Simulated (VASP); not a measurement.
## Mo: single point with PBEsol

Mo, a slab with vacuum:

```
Mo
1.0
     2.71014    0.00000    0.00000
    -0.90338    2.55515    0.00000
     0.00000    0.00000   20.42560
Mo
3
Cartesian
  0.0000 0.0000 8.0816
  0.9034 1.2776 10.2128
  0.0000 0.0000 12.3440
```

* Program: VASP 6.6.1
* Task: single point
* Functional: PBEsol
* Potentials or basis: VASP PAW PBE potentials, release 64 (Mo_sv)
* Cutoff: 520 eV
* k mesh: 13 × 13 × 1
* Occupations: fermi-dirac, width 0.05 eV
* Spin: no spin polarisation
* Dipole correction: no
* Further INCAR settings: ALGO = Normal; EDIFF = 1e-07; NBANDS = 28

The largest force is 0.033 eV/Å. The band gap on the k mesh is zero (band 21 reaches 2.28 eV, above the bottom of band 22 at 0.19 eV).

Forces in eV/Å, atoms in the order of the input:
```
Mo   0.000  0.000 -0.033
Mo   0.000  0.000  0.000
Mo   0.000  0.000  0.033
```

Levels at points of the mesh, in eV from the Fermi level:
```
           k point  band 19  band 20  band 21  band 22  band 23  band 24
(0.00, 0.00, 0.00)    -1.42    -1.29    -0.92    -0.25     1.30     1.31
```

It took 2.5 min on 1 thread of Intel(R) Xeon(R) 6975P-C (Granite Rapids), with other jobs on the host, peak memory 0.3 GiB.

Caveat: the PAW data sets were made with another functional, which shifts forces and pressure a little.
